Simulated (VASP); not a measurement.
A run of VASP 6.6.1 is set up as follows.

The input INCAR:

```
SYSTEM = Os
PREC = Accurate
ENCUT = 520
EDIFF = 1E-7
ISMEAR = -1
SIGMA = 0.05
LREAL = .FALSE.
LASPH = .TRUE.
NELM = 150
ALGO = Fast
ISIF = 2
LWAVE = .FALSE.
LCHARG = .TRUE.
MAGMOM = 0 0 0 0 0 0
LORBIT = 11
LSORBIT = .TRUE.
GGA_COMPAT = .FALSE.
LORBMOM = .TRUE.
LMAXMIX = 4
GGA = PS
LVHAR = .TRUE.
NBANDS = 28
```

The input KPOINTS:

```
Automatic mesh
0
G
  11 11 6
  0 0 0
```

File POSCAR:

```
Os
1.0
    2.7157497827      0.0000000000      0.0000000000
   -1.3578748913      2.3519083021      0.0000000000
    0.0000000000      0.0000000000      4.2907078513
Os
2
Direct
    0.6666666667      0.3333333333      0.7500000000
    0.3333333333      0.6666666667      0.2500000000
```

Potentials or basis: VASP PAW PBE potentials, release 64 (Os).

Command:

```bash
$ cat potpaw_PBE.64/Os/POTCAR > POTCAR
$ mpirun -np 1 vasp_ncl > vasp.out
```

Predict the pressure.

7.1 GPa.

What does it give for the net moment?

0.00 μB per cell.

Stress tensor (GPa, compression positive):
```
7.07 0.00 0.00
0.00 7.07 0.00
0.00 0.00 7.22
```

Caveat: the cell stands under pressure; the PAW data sets were made with another functional, which shifts forces and pressure a little.
